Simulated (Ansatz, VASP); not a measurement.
La in VASP and in Ansatz

The input INCAR:

```
SYSTEM = La
PREC = Accurate
ENCUT = 520
EDIFF = 1E-6
ISMEAR = -1
SIGMA = 0.05
LREAL = .FALSE.
LASPH = .TRUE.
NELM = 100
ALGO = Fast
ISIF = 2
LWAVE = .FALSE.
LCHARG = .TRUE.
GGA = PE
LELF = .TRUE.
LVHAR = .TRUE.
NBANDS = 18
```

Contents of KPOINTS:

```
Automatic mesh
0
G
  7 7 4
  0 0 0
```

Contents of POSCAR:

```
La
1.0
    3.7500000000      0.0000000000      0.0000000000
   -1.8750000000      3.2475952642      0.0000000000
    0.0000000000      0.0000000000      6.3128000000
La
2
Direct
    0.6666666667      0.3333333333      0.7500000000
    0.3333333333      0.6666666667      0.2500000000
```

input.yaml

```yaml
crystal:
  lattice:
    - [3.75, 0.0, 0.0]
    - [-1.875, 3.2475952642, 0.0]
    - [0.0, 0.0, 6.3128]
  atoms:
    - { symbol: La, position: [0.6666666667, 0.3333333333, 0.75] }
    - { symbol: La, position: [0.3333333333, 0.6666666667, 0.25] }
hamiltonian:
  xc: pbe
  pseudopotentials: { kind: paw }
kpoints:
  mp_grid: { grid: [7, 7, 4] }
  band_path:
    path:
      - [[0.0, 0.0, 0.0], [0.5, 0.0, 0.0], [0.3333333333, 0.3333333333, 0.0], [0.0, 0.0, 0.0], [0.0, 0.0, 0.5], [0.5, 0.0, 0.5], [0.3333333333, 0.3333333333, 0.5], [0.0, 0.0, 0.5]]
      - [[0.5, 0.0, 0.5], [0.5, 0.0, 0.0]]
      - [[0.3333333333, 0.3333333333, 0.0], [0.3333333333, 0.3333333333, 0.5]]
    npoints: 14
scf:
  occupations: { method: fermi_dirac, width: 0.05 }
  n_extra_bands: 6
output:
  forces: true
  stress: true
  eigenvalues: true
  fatbands: false
```

Alike in both runs: functional PBE; k mesh 7 × 7 × 4; occupations fermi-dirac, width 0.05 eV; no spin polarisation.

|  | VASP | Ansatz |
| --- | --- | --- |
| version | VASP 6.6.1 | Ansatz 0.2.0 |
| potentials or method | VASP PAW PBE potentials, release 64 (La) | Ansatz PAW |
| plane-wave cutoff (eV) | 520 | 420 |
| valence electrons in the cell | 22 | 22 |
| task | single point | band structure |

|  | VASP | Ansatz | Ansatz less VASP |
| --- | --- | --- | --- |
| gap on the k mesh at the Fermi level (eV) | none | none | - |
| pressure (GPa) | -0.4 | -0.5 | -0.06 |
| traceless stress, the component that is largest in VASP (GPa) | -0.25 | -0.25 | +0.008 |

A gap of «none» marks a metal or a gap that the smearing closes. The functional is the same, so the differences come from potentials, cutoffs and numerics.

Spin-orbit coupling is off throughout.
